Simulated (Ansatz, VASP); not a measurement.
# P in VASP and in Ansatz

INCAR

```
ALGO = Normal
EDIFF = 1E-6
ENCUT = 520
GGA = PE
ISIF = 2
ISMEAR = 0
LASPH = True
LCHARG = False
LREAL = False
LWAVE = False
NBANDS = 18
NELM = 80
PREC = Accurate
SIGMA = 0.05
```

File KPOINTS:

```
k-points
0
Gamma
  12 12 8
```

Contents of POSCAR:

```
P
1.0
    1.5416223000     -5.2366669000     -0.0314324000
    1.5785823000      5.2483181000      0.0046876000
   -0.0353904000      0.0150672000      4.2781650000
P
4
Direct
    0.0874487009      0.8596087009      0.9224794521
    0.6319262955      0.4163758193      0.6262123288
    0.8272853460      0.0379291555      0.0689885845
    0.4533387052      0.6860872767      0.3823196347
```

Input for Ansatz:

```yaml
crystal:
  lattice:
    - [1.5416223, -5.2366669, -0.0314324]
    - [1.5785823, 5.2483181, 0.0046876]
    - [-0.0353904, 0.0150672, 4.278165]
  atoms:
    - { symbol: P, position: [0.0874487009, 0.8596087009, 0.9224794521] }
    - { symbol: P, position: [0.6319262955, 0.4163758193, 0.6262123288] }
    - { symbol: P, position: [0.827285346, 0.0379291555, 0.0689885845] }
    - { symbol: P, position: [0.4533387052, 0.6860872767, 0.3823196347] }
basis:
  ecutwfc: 420
kpoints:
  mp_grid: { grid: [12, 12, 8] }
hamiltonian:
  xc: pbe
scf:
  occupations: { method: gaussian, width: 0.05 }
output:
  forces: true
  stress: true
  eigenvalues: true
```

Change from the starting cell: all atoms moved at random, cell strained at random.

Alike in both runs: task single point; functional PBE; k mesh 12 × 12 × 8; occupations gaussian, width 0.05 eV; no spin polarisation.

```csv
,VASP,Ansatz
version,VASP 6.6.1,Ansatz 0.2.0
potentials or method,"VASP PAW PBE potentials, release 64 (P), cutoff 520 eV","scalar-relativistic, plane waves, PAW"
valence electrons in the cell,20,20
```

|  | VASP | Ansatz | Ansatz less VASP |
| --- | --- | --- | --- |
| gap on the k mesh at the Fermi level (eV) | none | none | - |
| pressure (GPa) | 26.8 | 27.6 | +0.74 |
| traceless stress, the component that is largest in VASP (GPa) | -25.80 | -26.34 | -0.546 |
| rms of the force components (eV/Å) | 5.355 | 5.462 | +0.1071 |

Atom by atom the forces differ by 0.111 eV/Å (rms over components). A gap of «none» marks a metal or a gap that the smearing closes. With one functional, cell and mesh, what is left measures potentials, basis and numerics.
